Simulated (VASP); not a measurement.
A run of VASP 6.6.1 is set up as follows.

File POSCAR:

```
TePb
1.0
    0.0000000000      3.6414940692      3.6414940692
    3.6414940692      0.0000000000      3.6414940692
    3.6414940692      3.6414940692      0.0000000000
Pb Te
1 1
Direct
    0.0000000000      0.0000000000      0.0000000000
    0.2500000000      0.2500000000      0.2500000000
```

Contents of INCAR.step1:

```
SYSTEM = TePb
ALGO = Normal
EDIFF = 1E-5
ENCUT = 520
GGA = PE
ISIF = 2
ISMEAR = 0
LASPH = .True.
LCHARG = .False.
LREAL = .False.
LWAVE = .True.
NBANDS = 17
NELM = 60
PREC = Accurate
SIGMA = 0.01
```

INCAR.step2

```
SYSTEM = TePb
AEXX = 0.4
ALGO = Normal
EDIFF = 1E-6
ENCUT = 520
GGA = PE
ISIF = 2
ISMEAR = 0
ISTART = 1
LASPH = .True.
LCHARG = .False.
LHFCALC = .True.
LREAL = .False.
LWAVE = .False.
NBANDS = 17
NELM = 60
PREC = Accurate
PRECFOCK = Normal
SIGMA = 0.01
```

The input KPOINTS:

```
k-points
0
Gamma
  4 4 4
  0 0 0
```

Potentials or basis: VASP PAW PBE potentials, release 64 (Pb_d, Te).

Run with:

```console
$ cat potpaw_PBE.64/Pb_d/POTCAR potpaw_PBE.64/Te/POTCAR > POTCAR
$ cp INCAR.step1 INCAR
$ mpirun -np 1 vasp_std > vasp.out
$ cp INCAR.step2 INCAR
$ mpirun -np 1 vasp_std > vasp.out
```

What does it give for the band gap on the k mesh?

2.25 eV, indirect (least direct gap 2.98 eV).

Estimate the pressure.

-0.6 GPa.

Caveat: the PAW data sets were made with another functional, which shifts forces and pressure a little; spin-orbit coupling is left out, which moves the levels of the heavy elements. A k mesh can miss the band edges.
